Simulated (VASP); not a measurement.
Set up this calculation in VASP 6.6.1, as the native input.

```yaml
Task: single point
Functional: PBE
Potentials_or_basis: VASP PAW PBE potentials, release 64 (S, Mo_sv)
Cutoff: 520 eV
k_mesh: 12 × 12 × 1
Occupations: gaussian, width 0.02 eV
Spin: no spin polarisation
Dipole_correction: yes
Further_INCAR_settings: ALGO = Normal; EDIFF = 1e-07; NBANDS = 20
```

The structure of MoS2 lies in POSCAR:

```
MoS2
1.0
    3.1542346165      0.0000000000      0.0000000000
   -1.5771173083      2.7316473074      0.0000000000
    0.0000000000      0.0000000000     32.2630186430
S Mo
2 1
Direct
    0.3333333333      0.6666666667      0.4514239391
    0.3333333333      0.6666666667      0.5485760609
    0.6666666667      0.3333333333      0.5000000000
```

One way to write it, as run:

INCAR

```
SYSTEM = MoS2
  ALGO = Normal
  DIPOL = 0.5 0.5 0.500
  EDIFF = 1E-7
  ENCUT = 520
  GGA = PE
  IDIPOL = 3
  ISIF = 2
  ISMEAR = 0
  LASPH = .True.
  LCHARG = .True.
  LDIPOL = .True.
  LELF = .True.
  LREAL = .False.
  LVACPOTAV = .True.
  LVHAR = .True.
  LWAVE = .False.
  NBANDS = 20
  NELM = 60
  PREC = Accurate
  SIGMA = 0.02
```

KPOINTS

```
k-points
0
Gamma
  12 12 1
  0 0 0
```

Potentials or basis: VASP PAW PBE potentials, release 64 (S, Mo_sv).

Command:

```bash
$ cat potpaw_PBE.64/S/POTCAR potpaw_PBE.64/Mo_sv/POTCAR > POTCAR
$ mpirun -np 1 vasp_std > vasp.out
```

Results of the run:

```json
{
  "Largest force": "0.095 eV/Å",
  "Band gap on the k mesh": "1.78 eV, direct",
  "Ionisation potential of the upper face": "5.89 eV"
}
```

Wall time 2.2 min on 1 thread of Intel(R) Xeon(R) Platinum 8488C (Sapphire Rapids), on a shared host, peak memory 0.4 GiB.
